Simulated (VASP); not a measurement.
# NaCl (Pm-3m) in VASP: a series of runs

Runs on NaCl. Level: PBE. Tasks: electric field gradients.

All numbers are computed with VASP 6.6.1; they aren't measurements. Logs are shortened: lines on timing, memory, paths and dates and some standing lists are left out, and cuts for length are marked.

**1. The cell of the first run**

It takes space group Pm-3m (No. 221, cubic). The conventional cell has a = 2.860 Å, b = 2.860 Å, c = 2.860 Å, α = 90.00°, β = 90.00°, γ = 90.00°. Na (site symmetry m-3m) has 8 Cl at 2.48 Å and 6 Na at 2.86 Å within 3.3 Å. Within 3.3 Å of Cl (site symmetry m-3m) lie 8 Na at 2.48 Å and 6 Cl at 2.86 Å.

**2. Electric field gradients, PBE**

INCAR

```
PREC     = Accurate       # precision mode
ENCUT    = 520            # plane-wave cutoff, eV
EDIFF    = 1E-8           # SCF threshold, eV
ISMEAR   = -1             # smearing method
SIGMA    = 0.03           # smearing width, eV
LREAL    = False          # projectors in reciprocal space
LASPH    = True           # aspherical terms in the spheres
NELM     = 80             # most SCF steps
ALGO     = Normal         # electronic algorithm
ISIF     = 2              # what is computed and relaxed
LWAVE    = False          # write WAVECAR
LCHARG   = False          # write CHGCAR
GGA      = PE             # functional
LEFG     = True         
NBANDS   = 14             # bands
```

KPOINTS

```
regular mesh
0
Gamma
  9 9 9
```

POSCAR

```
NaCl
1.0
    2.8600000000      0.0000000000      0.0000000000
    0.0000000000      2.8600000000      0.0000000000
    0.0000000000      0.0000000000      2.8600000000
Na Cl
1 1
Direct
    0.0000000000      0.0000000000      0.0000000000
    0.5000000000      0.5000000000      0.5000000000
```

Potentials or basis: VASP PAW PBE potentials, release 64 (Na_pv, Cl).

Launch:

```
cat potpaw_PBE.64/Na_pv/POTCAR potpaw_PBE.64/Cl/POTCAR > POTCAR
mpirun -np 1 vasp_std > vasp.out
```

OUTCAR:

```text
PREC = Accurate
   ENCUT = 520
   EDIFF = 1E-8
   ISMEAR = -1
   LREAL = False
   LASPH = True
   NELM = 80
   ISIF = 2
   GGA = PE

 ion  position               nearest neighbor table
   1  0.000  0.000  0.000-   2 2.48   2 2.48   2 2.48   2 2.48   2 2.48   2 2.48   2 2.48   2 2.48

   2  0.500  0.500  0.500-   1 2.48   1 2.48   1 2.48   1 2.48   1 2.48   1 2.48   1 2.48   1 2.48

  LATTYP: Found a simple cubic cell.
 ALAT       =     2.8600000000

  Lattice vectors:

 A1 = (   2.8600000000,   0.0000000000,   0.0000000000)
 A2 = (   0.0000000000,   2.8600000000,   0.0000000000)
 A3 = (   0.0000000000,   0.0000000000,   2.8600000000)

Analysis of symmetry for initial positions (statically):
=====================================================================
 Subroutine PRICEL returns:
 Original cell was already a primitive cell.

 Routine SETGRP: Setting up the symmetry group for a
 simple cubic supercell.

 Subroutine GETGRP returns: Found 48 space group operations
 (whereof 48 operations were pure point group operations)
 out of a pool of 48 trial point group operations.

The static configuration has the point symmetry O_h .

Analysis of symmetry for dynamics (positions and initial velocities):
=====================================================================
 Subroutine PRICEL returns:
 Original cell was already a primitive cell.

 Routine SETGRP: Setting up the symmetry group for a
 simple cubic supercell.

 Subroutine GETGRP returns: Found 48 space group operations
 (whereof 48 operations were pure point group operations)
 out of a pool of 48 trial point group operations.

The dynamic configuration has the point symmetry O_h .

 Subroutine INISYM returns: Found 48 space group operations
 (whereof 48 operations are pure point group operations),
 and found     1 'primitive' translations

----------------------------------------------------------------------------------------

                                     Primitive cell

  volume of cell :      23.3937

  direct lattice vectors                    reciprocal lattice vectors
     2.860000000  0.000000000  0.000000000     0.349650350  0.000000000  0.000000000
     0.000000000  2.860000000  0.000000000     0.000000000  0.349650350  0.000000000
     0.000000000  0.000000000  2.860000000     0.000000000  0.000000000  0.349650350

  length of vectors
     2.860000000  2.860000000  2.860000000     0.349650350  0.349650350  0.349650350

  position of ions in fractional coordinates (direct lattice)
     0.000000000  0.000000000  0.000000000
     0.500000000  0.500000000  0.500000000

  ion indices of the primitive-cell ions
   primitive index   ion index
                 1           1
                 2           2

----------------------------------------------------------------------------------------

 KPOINTS: regular mesh

Automatic generation of k-mesh.
 Grid dimensions read from file:
 generate k-points for:    9    9    9

 Generating k-lattice:

  Cartesian coordinates                     Fractional coordinates (reciprocal lattice)
     0.038850039  0.000000000  0.000000000     0.111111111  0.000000000  0.000000000
     0.000000000  0.038850039  0.000000000     0.000000000  0.111111111  0.000000000
     0.000000000  0.000000000  0.038850039     0.000000000  0.000000000  0.111111111

  Length of vectors
     0.038850039  0.038850039  0.038850039

  Shift w.r.t. Gamma in fractional coordinates (k-lattice)
     0.000000000  0.000000000  0.000000000

 Subroutine IBZKPT returns following result:
 ===========================================

 Found     35 irreducible k-points:

 Following reciprocal coordinates:
            Coordinates               Weight
  0.000000  0.000000  0.000000      1.000000
  0.111111  0.000000  0.000000      6.000000
  0.222222  0.000000  0.000000      6.000000
  0.333333  0.000000  0.000000      6.000000
  0.444444  0.000000  0.000000      6.000000
  0.111111  0.111111  0.000000     12.000000
[... 16 lines left out ...]
  0.333333  0.333333  0.111111     24.000000
  0.444444  0.333333  0.111111     48.000000
 [... further k-points ...]
   k-points           NKPTS =     35   k-points in BZ     NKDIM =     35   number of bands    NBANDS=     14
   number of dos      NEDOS =    301   number of ions     NIONS =      2
   total plane-waves  NPLWV =  13824
   dimension x,y,z NGX =    24 NGY =   24 NGZ =   24
   dimension x,y,z NGXF=    48 NGYF=   48 NGZF=   48
   ions per type =               1   1
   NGX,Y,Z   is equivalent  to a cutoff of  13.95, 13.95, 13.95 a.u.
   NGXF,Y,Z  is equivalent  to a cutoff of  27.90, 27.90, 27.90 a.u.
 SYSTEM =  unknown system
   PREC   = accura    normal or accurate (medium, high low for compatibility)
   ISTART =      0    job   : 0-new  1-cont  2-samecut
   ICHARG =      2    charge: 1-file 2-atom 10-const
   ISPIN  =      1    spin polarized calculation?
   LNONCOLLINEAR =      F non collinear calculations
   LSORBIT =      F    spin-orbit coupling
   LASPH  =      T    aspherical Exc in radial PAW
   ENCUT  =  520.0 eV  38.22 Ry    6.18 a.u.   5.32  5.32  5.32*2*pi/ulx,y,z
   NELM   =     80;   NELMIN=  2; NELMDL= -5     # of ELM steps
   EDIFF  = 0.1E-07   stopping-criterion for ELM
   LREAL  =      F    real-space projection
   EDIFFG = 0.1E-06   stopping-criterion for IOM
   NSW    =      0    number of steps for IOM
   IBRION =     -1    ionic relax: 0-MD 1-quasi-New 2-CG
   NFREE  =      0    steps in history (QN), initial steepest desc. (CG)
   ISIF   =      2    stress and relaxation
   ISYM   =      2    0-nonsym 1-usesym 2-fastsym
   POTIM  = 0.5000    time-step for ionic-motion
   TEBEG  =    0.0;   TEEND  =   0.0 temperature during run
   PSTRESS=    0.0 pullay stress
   NELECT =      14.0000    total number of electrons
   NUPDOWN=      -1.0000    fix difference up-down
   EMIN   =  10.00;   EMAX   =-10.00  energy-range for DOS
   EFERMI =   0.00;   METHOD = LEGACY
   ISMEAR =    -1;   SIGMA  =   0.03  broadening in eV -4-tet -1-fermi 0-gaus
   EFERMI_NEDOS =   21; number of points for ismear=-14 and -15
   IALGO  =     38    algorithm
   IMIX   =      4    mixing-type and parameters
     AMIX     =   0.40;   BMIX     =  1.00
     AMIX_MAG =   1.60;   BMIX_MAG =  1.00
  volume/ion in A,a.u.               =      11.70        78.93
  Fermi-wavevector in a.u.,A,eV,Ry     =   1.379595  2.607056 25.895713  1.903281
  Thomas-Fermi vector in A             =   2.504550
   LORBIT       =      0    0 simple, 1 ext, 2 COOP (PROOUT), +10 PAW based schemes
   GGA     = PE    functional components
   LHFCALC =     F    Hartree Fock is set to
   AEXX    =    0.0000 exact exchange contribution
   IVDW    =     0    specifies the selected vdW correction
   LEPSILON=     F    determine dielectric tensor
   LRPA    =     F    only Hartree local field effects (RPA)
 non-spin polarized calculation
  energy-cutoff  :      520.00
  volume of cell :       23.39
 maximum number of plane-waves:       651
 NGX is ok and might be reduce to    24
   NGX = 11   NGY = 11   NGZ = 11

 number of electron      13.9999997 magnetization

 Free energy of the ion-electron system (eV)
  ---------------------------------------------------
  ext. energy  EPLUGINS =         0.00000000
  ---------------------------------------------------
  free energy    TOTEN  =        -4.19985304 eV

  energy without entropy =       -4.19985304  energy(sigma->0) =       -4.19985304

 E-fermi :   7.4688     XC(G=0): -11.3704

 val. band max:        6.7528212069   @ k =   0.4444   0.4444   0.0000
 cond. band min:      11.5189163410   @ k =   0.4444   0.4444   0.0000
 fundamental gap:      4.7660951341
 Fermi energy:         7.4688333893

 k-point     1 :       0.0000    0.0000    0.0000
  band No.  band energies     occupation
      1     -15.8942      2.00000
      2     -15.8942      2.00000
      3     -15.8942      2.00000
      4     -10.1685      2.00000
      5       5.5485      2.00000
      6       5.5485      2.00000
      7       5.5485      2.00000
      8      13.4866      0.00000
      9      13.4866      0.00000
     10      14.2502      0.00000
     11      24.6377      0.00000
     12      24.6377      0.00000
     13      24.6377      0.00000
     14      29.3419      0.00000
[... 377 lines left out ...]
      1     -16.1743      2.00000
      2     -16.0742      2.00000
      3     -15.8682      2.00000
      4      -7.9232      2.00000
      5       1.2130      2.00000
      6       2.4113      2.00000
      7       5.8288      2.00000
      8      12.7832      0.00000
      9      17.6761      0.00000
     10      18.0634      0.00000
     11      19.1437      0.00000
     12      23.1263      0.00000
     13      24.1124      0.00000
     14      28.0357      0.00000

 [... further k-points ...]

------------------------ aborting loop because EDIFF is reached ----------------------------------------

  FORCE on cell =-STRESS in cart. coord.  units (eV):
  Direction    XX          YY          ZZ          XY          YZ          ZX
  --------------------------------------------------------------------------------------
  -------------------------------------------------------------------------------------
  Total        9.5111829      9.5111829      9.5111829     -0.0000000     -0.0000000      0.0000000
  in kB      651.3988923    651.3988923    651.3988923     -0.0000000     -0.0000000      0.0000000
  external PRESSURE =     651.3988923 kB  Pullay stress =       0.0000000 kB

 VOLUME and BASIS-vectors are now :
 -----------------------------------------------------------------------------
  energy-cutoff  :      520.00
  volume of cell :       23.39
      direct lattice vectors                 reciprocal lattice vectors
     2.860000000  0.000000000  0.000000000     0.349650350  0.000000000  0.000000000
     0.000000000  2.860000000  0.000000000     0.000000000  0.349650350  0.000000000
     0.000000000  0.000000000  2.860000000     0.000000000  0.000000000  0.349650350

 POSITION                                       TOTAL-FORCE (eV/Angst)
 -----------------------------------------------------------------------------------
      0.00000      0.00000      0.00000         0.000000      0.000000      0.000000
      1.43000      1.43000      1.43000         0.000000      0.000000      0.000000
 -----------------------------------------------------------------------------------
    total drift:                                0.000000     -0.000000     -0.000000

  FREE ENERGIE OF THE ION-ELECTRON SYSTEM (eV)
  ---------------------------------------------------
  free  energy   TOTEN  =        -4.1998530398 eV

  energy  without entropy=       -4.1998530398  energy(sigma->0) =       -4.19985304

 Electric field gradients (V/A^2)
---------------------------------------------------------------------
 ion       V_xx      V_yy      V_zz      V_xy      V_xz      V_yz
---------------------------------------------------------------------
   1       0.000    -0.000    -0.000     0.000    -0.000     0.000
   2      -0.000    -0.000    -0.000     0.000     0.000    -0.000
---------------------------------------------------------------------

 Electric field gradients after diagonalization (V/A^2)
 (convention: |V_zz| > |V_xx| > |V_yy|)
----------------------------------------------------------------------
 ion       V_xx      V_yy      V_zz     asymmetry (V_yy - V_xx)/ V_zz
----------------------------------------------------------------------
   1      -0.000    -0.000     0.000       0.220
   2      -0.000    -0.000    -0.000      -0.175
----------------------------------------------------------------------

           NMR quadrupolar parameters

 Cq : quadrupolar parameter    Cq=e*Q*V_zz/h
 eta: asymmetry parameters     (V_yy - V_xx)/ V_zz
 Q  : nuclear electric quadrupole moment in mb (millibarn)
----------------------------------------------------------------------
 ion       Cq(MHz)       eta       Q (mb)
----------------------------------------------------------------------
   1       0.000       0.220       1.000
   2      -0.000      -0.175       1.000
----------------------------------------------------------------------
```

Run time: 6.5 s. Hardware: 1 thread of AMD EPYC 9R45 (Zen 5), shared host; peak memory 0.1 GiB.

What came out:

- Free energy: -4.1999 eV
- Pressure: 65.1 GPa
- Band gap on the k mesh: 4.77 eV, direct

Caveat: without QUAD_EFG the Cq values of the log hold for a quadrupole moment of 1 mb, not for the nuclei. A k mesh can miss the band edges.

**3. Electric field gradients, PBE (volume scaled by 1.06)**

INCAR

```
SYSTEM = NaCl
PREC = Accurate
ENCUT = 520
EDIFF = 1E-8
ISMEAR = -1
SIGMA = 0.03
LREAL = .False.
LASPH = .True.
NELM = 100
ALGO = Normal
ISIF = 2
LWAVE = .False.
LCHARG = .False.
GGA = PE
LEFG = .True.
NBANDS = 14
```

KPOINTS

```
regular mesh
0
Gamma
  9 9 9
  0 0 0
```

POSCAR

```
NaCl
1.0
    2.9160926721      0.0000000000      0.0000000000
    0.0000000000      2.9160926721      0.0000000000
    0.0000000000      0.0000000000      2.9160926721
Na Cl
1 1
Direct
    0.0000000000      0.0000000000      0.0000000000
    0.5000000000      0.5000000000      0.5000000000
```

Potentials or basis: VASP PAW PBE potentials, release 64 (Na_pv, Cl).

Launch:

```
cat potpaw_PBE.64/Na_pv/POTCAR potpaw_PBE.64/Cl/POTCAR > POTCAR
mpirun -np 1 vasp_std > vasp.out
```

OUTCAR:

```text
SYSTEM = NaCl
   PREC = Accurate
   ENCUT = 520
   EDIFF = 1E-8
   ISMEAR = -1
   LREAL = .False.
   LASPH = .True.
   NELM = 100
   ISIF = 2
   GGA = PE

 ion  position               nearest neighbor table
   1  0.000  0.000  0.000-   2 2.53   2 2.53   2 2.53   2 2.53   2 2.53   2 2.53   2 2.53   2 2.53

   2  0.500  0.500  0.500-   1 2.53   1 2.53   1 2.53   1 2.53   1 2.53   1 2.53   1 2.53   1 2.53

  LATTYP: Found a simple cubic cell.
 ALAT       =     2.9160926721

  Lattice vectors:

 A1 = (   2.9160926721,   0.0000000000,   0.0000000000)
[... 622 lines left out ...]
  free  energy   TOTEN  =        -4.7092583845 eV

  energy  without entropy=       -4.7092583844  energy(sigma->0) =       -4.70925838

 Electric field gradients (V/A^2)
---------------------------------------------------------------------
 ion       V_xx      V_yy      V_zz      V_xy      V_xz      V_yz
---------------------------------------------------------------------
   1       0.000     0.000     0.000     0.000    -0.000    -0.000
   2       0.000    -0.000    -0.000     0.000     0.000     0.000
---------------------------------------------------------------------

 Electric field gradients after diagonalization (V/A^2)
 (convention: |V_zz| > |V_xx| > |V_yy|)
----------------------------------------------------------------------
 ion       V_xx      V_yy      V_zz     asymmetry (V_yy - V_xx)/ V_zz
----------------------------------------------------------------------
   1       0.000     0.000     0.000      -0.479
   2       0.000    -0.000    -0.000       0.732
----------------------------------------------------------------------

           NMR quadrupolar parameters

 Cq : quadrupolar parameter    Cq=e*Q*V_zz/h
 eta: asymmetry parameters     (V_yy - V_xx)/ V_zz
 Q  : nuclear electric quadrupole moment in mb (millibarn)
----------------------------------------------------------------------
 ion       Cq(MHz)       eta       Q (mb)
----------------------------------------------------------------------
   1       0.000      -0.479       1.000
   2      -0.000       0.732       1.000
----------------------------------------------------------------------
```

OSZICAR:

```text
N       E                     dE             d eps       ncg     rms          rms(c)
DAV:   1     0.107847869688E+03    0.10785E+03   -0.73354E+03   992   0.122E+03
DAV:   2     0.106171252695E+01   -0.10679E+03   -0.98197E+02  1088   0.315E+02
DAV:   3    -0.492649814656E+01   -0.59882E+01   -0.59540E+01  1268   0.679E+01
DAV:   4    -0.499634523387E+01   -0.69847E-01   -0.69829E-01  1142   0.754E+00
DAV:   5    -0.499731873783E+01   -0.97350E-03   -0.97348E-03  1298   0.949E-01    0.513E+00
DAV:   6    -0.475685557897E+01    0.24046E+00   -0.22797E-01  1370   0.527E+00    0.348E+00
DAV:   7    -0.471020337804E+01    0.46652E-01   -0.12662E-01  1350   0.343E+00    0.173E+00
DAV:   8    -0.470938987535E+01    0.81350E-03   -0.90550E-03  1094   0.106E+00    0.367E-01
DAV:   9    -0.470924518713E+01    0.14469E-03   -0.26066E-04  1274   0.241E-01    0.806E-02
DAV:  10    -0.470925648577E+01   -0.11299E-04   -0.36346E-05  1202   0.107E-01    0.344E-02
DAV:  11    -0.470925803942E+01   -0.15537E-05   -0.45226E-06  1208   0.198E-02    0.680E-03
DAV:  12    -0.470925837120E+01   -0.33178E-06   -0.37445E-07  1160   0.625E-03    0.110E-03
DAV:  13    -0.470925841753E+01   -0.46326E-07   -0.29970E-08  1220   0.153E-03    0.107E-03
DAV:  14    -0.470925838187E+01    0.35659E-07   -0.31368E-09   748   0.589E-04    0.730E-05
DAV:  15    -0.470925838446E+01   -0.25943E-08   -0.26641E-10   664   0.143E-04
   1 F= -.47092584E+01 E0= -.47092584E+01  d E =-.198295E-10
```

It took 6.6 s on 1 thread of AMD EPYC 9R45 (Zen 5), shared host; peak memory 0.1 GiB.

Results:

```yaml
Free_energy: -4.7093 eV
Pressure: 51.5 GPa
Band_gap_on_the_k_mesh: 4.96 eV, direct
```

Caveat: without QUAD_EFG the Cq values of the log hold for a quadrupole moment of 1 mb, not for the nuclei.

(Part 1 of 2 ends here.)
